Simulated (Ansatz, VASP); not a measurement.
## One calculation of Co, two programs

```
CELL_PARAMETERS angstrom
4.33488 0.00000 0.00000
0.00000 4.33488 0.00000
0.00000 0.00000 4.33488
ATOMIC_POSITIONS crystal
Co 0.00000 0.00000 0.00000
Co 0.50000 0.50000 0.50000
Co 0.25000 0.00000 0.50000
Co 0.75000 0.00000 0.50000
Co 0.50000 0.25000 0.00000
Co 0.50000 0.75000 0.00000
Co 0.00000 0.50000 0.25000
Co 0.00000 0.50000 0.75000
```

Alike in both runs: functional PBEsol; k mesh 6 × 6 × 6; occupations fermi-dirac, width 0.1 eV; no spin polarisation.

Ansatz relaxed the structure, and its values are those at the end. VASP's run is a single point on that final structure, the one shown.

|  | VASP | Ansatz |
| --- | --- | --- |
| version | VASP 6.6.1 | Ansatz 0.2.0 |
| potentials or method | VASP PAW PBE potentials, release 64 (Co), cutoff 520 eV | plane waves (420 eV) with PAW, scalar-relativistic |
| valence electrons in the cell | 72 | 136 |

|  | VASP | Ansatz | Ansatz less VASP |
| --- | --- | --- | --- |
| pressure (GPa) | -1.1 | 0.0 | +1.09 |

VASP's potentials were made for PBE, not for PBEsol, and Ansatz warns of the same on its side. VASP's potentials hold 72 valence electrons a cell and Ansatz's 136, so a difference there can come from the potentials and not from the codes.
